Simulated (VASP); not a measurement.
Write the native input for VASP 6.6.1 that does the following.

| Quantity | Value |
| --- | --- |
| Task | single point |
| Functional | PBE |
| Potentials or basis | VASP PAW PBE potentials, release 64 (La) |
| Cutoff | 520 eV |
| k mesh | 10 × 10 × 10 |
| Occupations | fermi-dirac, width 0.1 eV |
| Spin | non-collinear spin, zero start, spin-orbit coupling |
| Starting moments | [[0.0, 0.0, 0.0]] μB |
| Dipole correction | no |
| Further INCAR settings | ALGO = Normal; EDIFF = 1e-07; NBANDS = 22 |

The structure of La lies in POSCAR:

```
La
1.0
    0.0000000000      2.6523757748      2.6523757748
    2.6523757748      0.0000000000      2.6523757748
    2.6523757748      2.6523757748      0.0000000000
La
1
Direct
    0.0000000000      0.0000000000      0.0000000000
```

This isn't the form of La at room conditions, which is double hcp.

The input as run:

INCAR

```
ALGO     = Normal         # electronic algorithm
EDIFF    = 1E-7           # SCF threshold, eV
ENCUT    = 520            # plane-wave cutoff, eV
GGA      = PE             # functional
GGA_COMPAT= False        
ISIF     = 2              # what is computed and relaxed
ISMEAR   = -1             # smearing method
LASPH    = True           # aspherical terms in the spheres
LCHARG   = False          # write CHGCAR
LMAXMIX  = 6              # l up to which the mixer works
LORBIT   = 11             # projections on sites
LORBMOM  = True         
LREAL    = False          # projectors in reciprocal space
LSORBIT  = True           # spin-orbit coupling
LWAVE    = False          # write WAVECAR
MAGMOM   = 0 0 0          # initial moments
NBANDS   = 22             # bands
NELM     = 150            # most SCF steps
PREC     = Accurate       # precision mode
SIGMA    = 0.1            # smearing width, eV
```

KPOINTS

```
k-points
0
Gamma
  10 10 10
```

Potentials or basis: VASP PAW PBE potentials, release 64 (La).

Run with:

```sh
$ cat potpaw_PBE.64/La/POTCAR > POTCAR
$ mpirun -np 1 vasp_ncl > vasp.out
```

It gave:

- Pressure: 0.0 GPa
- Net moment: 0.00 μB per cell
- Valence electrons inside the program's atomic spheres: La 8.59

Wall time 3.3 min on 1 thread of AMD EPYC 7R43 64-Core Processor (Zen 3), with other jobs on the host, peak memory 0.25 GiB.
